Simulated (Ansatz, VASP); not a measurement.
BN: VASP beside Ansatz

Contents of INCAR:

```
SYSTEM = BN
  ALGO = Normal
  EDIFF = 1E-6
  ENCUT = 910
  GGA_COMPAT = .False.
  ISIF = 2
  ISMEAR = -1
  LASPH = .True.
  LCHARG = .False.
  LREAL = .False.
  LWAVE = .False.
  NBANDS = 16
  NELM = 120
  PREC = Accurate
  SIGMA = 0.02
```

Contents of KPOINTS:

```
k-points
0
Gamma
  10 7 10
  0 0 0
```

File POSCAR:

```
BN
1.0
   -1.7903150549      1.7903150549      0.0000000000
    0.0000000000      0.0000000000      3.5806301097
    1.7903150549      1.7903150549      0.0000000000
B N
2 2
Direct
    0.0000000000      0.0000000000      0.0000000000
    0.5000000000      0.5000000000      0.5000000000
    0.0000000000      0.2500000000      0.5000000000
    0.5000000000      0.7500000000      0.0000000000
```

Input for Ansatz:

```yaml
crystal:
  lattice:
    - [-1.7903150549, 1.7903150549, 0.0]
    - [0.0, 0.0, 3.5806301097]
    - [1.7903150549, 1.7903150549, 0.0]
  atoms:
    - { symbol: B, position: [0.0, 0.0, 0.0] }
    - { symbol: B, position: [0.5, 0.5, 0.5] }
    - { symbol: "N", position: [0.0, 0.25, 0.5] }
    - { symbol: "N", position: [0.5, 0.75, 0.0] }
kpoints:
  mp_grid: { grid: [10, 7, 10] }
scf:
  occupations: { method: fermi_dirac, width: 0.02 }
hamiltonian:
  xc: lda
  pseudopotentials: { kind: paw }
output:
  forces: true
  stress: true
  eigenvalues: true
```

Alike in both runs: task single point; functional LDA; k mesh 10 × 7 × 10; occupations fermi-dirac, width 0.02 eV; no spin polarisation.

```csv
,VASP,Ansatz
version,VASP 6.6.1,Ansatz 0.2.0
potentials or method,"VASP PAW LDA potentials, release 64 (B_h, N_h)","PAW with Ansatz's default frozen-core files, scalar-relativistic"
plane-wave cutoff (eV),910,420
valence electrons in the cell,16,16
```

```csv
,VASP,Ansatz,Ansatz less VASP
gap on the k mesh at the Fermi level (eV),4.38,4.39,+0.010
```

LDA's correlation is that of Perdew and Zunger in VASP and of Perdew and Wang (1992) in Ansatz.

Noted on VASP's run: the cutoff is short for stress, so the pressure is rough.
